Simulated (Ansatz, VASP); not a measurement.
One calculation of AlN, two programs

```
Al N
1.0
     0.00000    2.03452    2.03452
     2.03452    0.00000    2.03452
     2.03452    2.03452    0.00000
Al N
1 1
Cartesian
  2.0345 2.0345 2.0345
  0.0000 0.0000 0.0000
```

Alike in both runs: task single point; functional PBE; k mesh 11 × 11 × 11; occupations gaussian, width 0.017 eV; no spin polarisation.

```csv
,VASP,Ansatz
version,VASP 6.6.1,Ansatz 0.2.0
potentials or method,"VASP PAW PBE potentials, release 64 (Al, N)",Ansatz PAW
plane-wave cutoff (eV),520,420
valence electrons in the cell,8,8
```

Ansatz gave:

| Item | Value |
| --- | --- |
| gap on the k mesh at the Fermi level (eV) | 4.58 |
| least direct gap on the mesh (eV) | 5.40 |
| pressure (GPa) | 0.3 |

Task: What did VASP give for the same quantities?

Result: gap on the k mesh at the Fermi level (eV): 4.55; least direct gap on the mesh (eV): 5.41; pressure (GPa): 0.0.

The functional is the same, so the differences come from potentials, cutoffs and numerics.

Noted on Ansatz's run: odd divisions of the mesh miss points on the zone boundary, where band edges often lie, so the gap on the mesh can be too wide.
